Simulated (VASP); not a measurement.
# MoS2 (C2) in VASP: single point with PBE+D3(BJ)

Aim: the single point of MoS2 with PBE+D3(BJ).

All numbers are computed with VASP 6.6.1; they aren't measurements. Logs are shortened: lines on timing, memory, paths and dates and some standing lists are left out, and cuts for length are marked.

### 1 The cell of the first run

Symmetry: C2, No. 5, monoclinic system. The conventional cell has a = 5.429 Å, b = 3.134 Å, c = 6.224 Å, α = 90.00°, β = 106.90°, γ = 90.00°. Mo (site symmetry 2) has 6 S at 2.30 to 2.54 Å within 3.0 Å. S (site symmetry 1) has 3 Mo at 2.30 to 2.54 Å within 3.0 Å.

### 2 Single point, PBE+D3(BJ) (mode 4 frozen in at -0.114 Å and mode 5 at +0.000 Å (largest displacements))

File INCAR:

```
PREC = Accurate
ENCUT = 520
EDIFF = 1E-6
ISMEAR = 0
SIGMA = 0.15
LREAL = F
LASPH = T
NELM = 60
ALGO = Normal
ISIF = 2
LWAVE = F
LCHARG = F
GGA = PE
IVDW = 12
NBANDS = 20
```

File KPOINTS:

```
regular mesh
0
Gamma
  15 15 15
```

File POSCAR:

```
MoS2
1.0
    1.5671157387      0.9047746936      5.9549887142
   -1.5671157387      0.9047746936      5.9549887142
    0.0000000000     -1.8095493872      5.9549887142
Mo S
1 2
Direct
    0.0243064939     -0.0243064939      0.0000000000
    0.7199978950      0.7927430006      0.7563704478
    0.2072569994      0.2800021050      0.2436295522
```

Potentials or basis: VASP PAW PBE potentials, release 64 (Mo_sv, S).

Started as:

```
cat potpaw_PBE.64/Mo_sv/POTCAR potpaw_PBE.64/S/POTCAR > POTCAR
mpirun -np 1 vasp_std > vasp.out
```

OUTCAR:

```text
PREC = Accurate
   ENCUT = 520
   EDIFF = 1E-6
   ISMEAR = 0
   LREAL = F
   LASPH = T
   NELM = 60
   ISIF = 2
   GGA = PE
   IVDW = 12
 IVDW          = 12

 ion  position               nearest neighbor table
   1  0.024  0.976  0.000-   2 2.30   3 2.30   3 2.42   2 2.42   2 2.54   3 2.54
   2  0.720  0.793  0.756-   1 2.30   1 2.42   1 2.54
   3  0.207  0.280  0.244-   1 2.30   1 2.42   1 2.54

  LATTYP: Found a trigonal (rhomboedric) cell.
 ALAT       =     6.2238540769
 COS(alpha) =     0.8732017275

  Lattice vectors:

 A1 = (   1.5671157387,   0.9047746936,   5.9549887142)
 A2 = (  -1.5671157387,   0.9047746936,   5.9549887142)
 A3 = (   0.0000000000,  -1.8095493872,   5.9549887142)

Analysis of symmetry for initial positions (statically):
=====================================================================
 Subroutine PRICEL returns:
 Original cell was already a primitive cell.

 Routine SETGRP: Setting up the symmetry group for a
 trigonal (rhombohedral) supercell.

 Subroutine GETGRP returns: Found  2 space group operations
 (whereof  2 operations were pure point group operations)
 out of a pool of 12 trial point group operations.

The static configuration has the point symmetry C_2 .

Analysis of symmetry for dynamics (positions and initial velocities):
=====================================================================
 Subroutine PRICEL returns:
 Original cell was already a primitive cell.

 Routine SETGRP: Setting up the symmetry group for a
 trigonal (rhombohedral) supercell.

 Subroutine GETGRP returns: Found  2 space group operations
 (whereof  2 operations were pure point group operations)
 out of a pool of 12 trial point group operations.

The dynamic configuration has the point symmetry C_2 .

 Subroutine INISYM returns: Found  2 space group operations
 (whereof  2 operations are pure point group operations),
 and found     1 'primitive' translations

----------------------------------------------------------------------------------------

                                     Primitive cell

  volume of cell :      50.6610

  direct lattice vectors                    reciprocal lattice vectors
     1.567115739  0.904774694  5.954988714     0.319057481  0.184207923  0.055975477
    -1.567115739  0.904774694  5.954988714    -0.319057481  0.184207923  0.055975477
     0.000000000 -1.809549387  5.954988714     0.000000000 -0.368415845  0.055975477

  length of vectors
     6.223854077  6.223854077  6.223854077     0.372643917  0.372643917  0.372643917

  position of ions in fractional coordinates (direct lattice)
     0.024306494  0.975693506  0.000000000
     0.719997895  0.792743001  0.756370448
     0.207256999  0.280002105  0.243629552

  ion indices of the primitive-cell ions
   primitive index   ion index
                 1           1
                 2           2
                 3           3

----------------------------------------------------------------------------------------

 KPOINTS: regular mesh

Automatic generation of k-mesh.
 Grid dimensions read from file:
 generate k-points for:   15   15   15

 Generating k-lattice:

  Cartesian coordinates                     Fractional coordinates (reciprocal lattice)
     0.021270499  0.012280528  0.003731698     0.066666667  0.000000000  0.000000000
    -0.021270499  0.012280528  0.003731698     0.000000000  0.066666667  0.000000000
     0.000000000 -0.024561056  0.003731698     0.000000000  0.000000000  0.066666667

  Length of vectors
     0.024842928  0.024842928  0.024842928

  Shift w.r.t. Gamma in fractional coordinates (k-lattice)
     0.000000000  0.000000000  0.000000000

 Subroutine IBZKPT returns following result:
 ===========================================

 Found    904 irreducible k-points:

 Following reciprocal coordinates:
            Coordinates               Weight
  0.000000  0.000000  0.000000      1.000000
  0.066667  0.000000  0.000000      4.000000
  0.000000  0.000000  0.066667      2.000000
  0.133333  0.000000  0.000000      4.000000
  0.000000  0.000000  0.133333      2.000000
  0.200000  0.000000  0.000000      4.000000
[... 16 lines left out ...]
  0.066667  0.000000  0.200000      4.000000
  0.266667  0.066667  0.000000      4.000000
 [... further k-points ...]
   k-points           NKPTS =    904   k-points in BZ     NKDIM =    904   number of bands    NBANDS=     20
   number of dos      NEDOS =    301   number of ions     NIONS =      3
   total plane-waves  NPLWV = 110592
   dimension x,y,z NGX =    48 NGY =   48 NGZ =   48
   dimension x,y,z NGXF=    96 NGYF=   96 NGZF=   96
   ions per type =               1   2
   NGX,Y,Z   is equivalent  to a cutoff of  12.82, 12.82, 12.82 a.u.
   NGXF,Y,Z  is equivalent  to a cutoff of  25.64, 25.64, 25.64 a.u.
 SYSTEM =  unknown system
   PREC   = accura    normal or accurate (medium, high low for compatibility)
   ISTART =      0    job   : 0-new  1-cont  2-samecut
   ICHARG =      2    charge: 1-file 2-atom 10-const
   ISPIN  =      1    spin polarized calculation?
   LNONCOLLINEAR =      F non collinear calculations
   LSORBIT =      F    spin-orbit coupling
   LASPH  =      T    aspherical Exc in radial PAW
   ENCUT  =  520.0 eV  38.22 Ry    6.18 a.u.  11.57 11.57 11.57*2*pi/ulx,y,z
   NELM   =     60;   NELMIN=  2; NELMDL= -5     # of ELM steps
   EDIFF  = 0.1E-05   stopping-criterion for ELM
   LREAL  =      F    real-space projection
   EDIFFG = 0.1E-04   stopping-criterion for IOM
   NSW    =      0    number of steps for IOM
   IBRION =     -1    ionic relax: 0-MD 1-quasi-New 2-CG
   NFREE  =      0    steps in history (QN), initial steepest desc. (CG)
   ISIF   =      2    stress and relaxation
   ISYM   =      2    0-nonsym 1-usesym 2-fastsym
   POTIM  = 0.5000    time-step for ionic-motion
   TEBEG  =    0.0;   TEEND  =   0.0 temperature during run
   PSTRESS=    0.0 pullay stress
   NELECT =      26.0000    total number of electrons
   NUPDOWN=      -1.0000    fix difference up-down
   EMIN   =  10.00;   EMAX   =-10.00  energy-range for DOS
   EFERMI =   0.00;   METHOD = LEGACY
   ISMEAR =     0;   SIGMA  =   0.15  broadening in eV -4-tet -1-fermi 0-gaus
   EFERMI_NEDOS =   21; number of points for ismear=-14 and -15
   IALGO  =     38    algorithm
   IMIX   =      4    mixing-type and parameters
     AMIX     =   0.40;   BMIX     =  1.00
     AMIX_MAG =   1.60;   BMIX_MAG =  1.00
  volume/ion in A,a.u.               =      16.89       113.96
  Fermi-wavevector in a.u.,A,eV,Ry     =   1.310714  2.476891 23.374428  1.717972
  Thomas-Fermi vector in A             =   2.441226
   LORBIT       =      0    0 simple, 1 ext, 2 COOP (PROOUT), +10 PAW based schemes
   GGA     = PE    functional components
   LHFCALC =     F    Hartree Fock is set to
   AEXX    =    0.0000 exact exchange contribution
   IVDW    =    12    specifies the selected vdW correction
   LEPSILON=     F    determine dielectric tensor
   LRPA    =     F    only Hartree local field effects (RPA)
 non-spin polarized calculation
 Gauss-broadening in eV      SIGMA  =   0.15
  energy-cutoff  :      520.00
  volume of cell :       50.66
 maximum number of plane-waves:      1385
   NGX = 23   NGY = 23   NGZ = 23

 number of electron      26.0000001 magnetization

 Free energy of the ion-electron system (eV)
  ---------------------------------------------------
  ext. energy  EPLUGINS =         0.00000000
  ---------------------------------------------------
  free energy    TOTEN  =       -20.79599837 eV

  energy without entropy =      -20.78600374  energy(sigma->0) =      -20.79100105

 E-fermi :   8.4410     XC(G=0): -11.2143

 val. band max:        8.4393923549   @ k =   0.2667  -0.0667  -0.3333
 cond. band min:       8.4450970757   @ k =   0.1333   0.1333   0.0000
 fundamental gap:      0.0057047208
 Fermi energy:         8.4409920078

 k-point     1 :       0.0000    0.0000    0.0000
  band No.  band energies     occupation
      1     -53.2477      2.00000
      2     -27.3849      2.00000
      3     -27.2062      2.00000
      4     -27.1656      2.00000
      5      -6.8395      2.00000
      6      -5.1117      2.00000
[... 12 lines left out ...]
     19      15.3466      0.00000
     20      18.1503      0.00000

 k-point     2 :       0.0667    0.0000    0.0000
  band No.  band energies     occupation
      1     -53.2457      2.00000
      2     -27.3814      2.00000
      3     -27.2223      2.00000
      4     -27.1727      2.00000
      5      -6.7649      2.00000
      6      -5.0940      2.00000
[... 12 lines left out ...]
     19      15.6226      0.00000
     20      17.8397      0.00000

 k-point     3 :       0.0000    0.0000    0.0667
  band No.  band energies     occupation
      1     -53.2457      2.00000
      2     -27.3816      2.00000
      3     -27.2106      2.00000
      4     -27.1842      2.00000
      5      -6.7650      2.00000
      6      -5.0938      2.00000
[... 12 lines left out ...]
     19      15.6025      0.00000
     20      17.7710      0.00000

 k-point     4 :       0.1333    0.0000    0.0000
  band No.  band energies     occupation
      1     -53.2402      2.00000
      2     -27.3714      2.00000
      3     -27.2719      2.00000
      4     -27.1880      2.00000
      5      -6.5479      2.00000
      6      -5.0409      2.00000
[... 12 lines left out ...]
     19      16.1374      0.00000
     20      17.5959      0.00000

 k-point     5 :       0.0000    0.0000    0.1333
  band No.  band energies     occupation
      1     -53.2402      2.00000
      2     -27.3730      2.00000
      3     -27.2362      2.00000
      4     -27.2224      2.00000
      5      -6.5485      2.00000
      6      -5.0399      2.00000
[... 12 lines left out ...]
     19      16.1071      0.00000
     20      17.4103      0.00000
[... 353 lines left out ...]
      6      -5.0078      2.00000
[... 12 lines left out ...]
     19      16.4626      0.00000
     20      17.5893      0.00000

 k-point    22 :      -0.2000   -0.0000   -0.0667
  band No.  band energies     occupation
      1     -53.2351      2.00000
      2     -27.3618      2.00000
      3     -27.3228      2.00000
      4     -27.1964      2.00000
      5      -6.3290      2.00000
      6      -5.0067      2.00000
[... 12 lines left out ...]
     19      16.4997      0.00000
     20      17.6180      0.00000

 k-point    23 :       0.0667    0.0000    0.2000
  band No.  band energies     occupation
      1     -53.2351      2.00000
      2     -27.3667      2.00000
      3     -27.2862      2.00000
      4     -27.2288      2.00000
      5      -6.3303      2.00000
      6      -5.0047      2.00000
[... 12 lines left out ...]
     19      16.5704      0.00000
     20      17.4558      0.00000

 k-point    24 :       0.2667    0.0667    0.0000
  band No.  band energies     occupation
      1     -53.2263      2.00000
      2     -27.3937      2.00000
      3     -27.3432      2.00000
      4     -27.2301      2.00000
      5      -5.9486      2.00000
      6      -4.8978      2.00000
[... 12 lines left out ...]
     19      16.5637      0.00000
     20      18.0291      0.00000

 [... further k-points ...]

------------------------ aborting loop because EDIFF is reached ----------------------------------------

 Edisp (eV)   -1.34959

 E8    (eV) :    -0.5448

  FORCE on cell =-STRESS in cart. coord.  units (eV):
  Direction    XX          YY          ZZ          XY          YZ          ZX
  --------------------------------------------------------------------------------------
  -------------------------------------------------------------------------------------
  Total       1.00184     0.06865     0.61803     0.00000     0.52380     0.00000
  in kB      31.68369     2.17114    19.54560     0.00000    16.56549     0.00000
  external pressure =       17.80 kB  Pullay stress =        0.00 kB

 VOLUME and BASIS-vectors are now :
 -----------------------------------------------------------------------------
  energy-cutoff  :      520.00
  volume of cell :       50.66
      direct lattice vectors                 reciprocal lattice vectors
     1.567115739  0.904774694  5.954988714     0.319057481  0.184207923  0.055975477
    -1.567115739  0.904774694  5.954988714    -0.319057481  0.184207923  0.055975477
     0.000000000 -1.809549387  5.954988714     0.000000000 -0.368415845  0.055975477

 POSITION                                       TOTAL-FORCE (eV/Angst)
 -----------------------------------------------------------------------------------
     -1.49093      0.90477      5.95499        -1.841276      0.000000     -0.000000
     -0.11400     -0.00000     13.51253         0.920638      0.167039      0.186676
     -0.11400      0.00000      4.35243         0.920638     -0.167039     -0.186676
 -----------------------------------------------------------------------------------
    total drift:                               -0.000177     -0.000000     -0.000000

  FREE ENERGIE OF THE ION-ELECTRON SYSTEM (eV)
  ---------------------------------------------------
  free  energy   TOTEN  =       -22.1455879623 eV

  energy  without entropy=      -22.1355933267  energy(sigma->0) =      -22.14059064
```

Run time: 39 min. Hardware: 1 thread of AMD EPYC 7R43 (Zen 3), shared host; peak memory 0.93 GiB.

What came out:

```
Free energy                : -22.1456 eV
Pressure                   : 1.8 GPa
Largest force              : 1.841 eV/Å
Band gap on the k mesh     : zero (band 13 reaches 8.67 eV, above the bottom of band 14 at 8.17 eV)
Dispersion energy per atom : -0.450 eV
```

Forces on the atoms (eV/Å):
```
Mo  -1.841  0.000  0.000
S    0.921  0.167  0.187
S    0.921 -0.167 -0.187
```

Stress tensor (GPa, compression positive):
```
3.17 0.00 0.00
0.00 0.22 1.66
0.00 1.66 1.95
```

Caveat: the cell differs from its parent crystal (mode 4 frozen in at -0.114 Å and mode 5 at +0.000 Å (largest displacements)); pairwise dispersion overbinds metals, which lowers pressure and volume; forces of over 1 eV/Å act on the atoms, so gaps and moduli don't describe the material at rest.
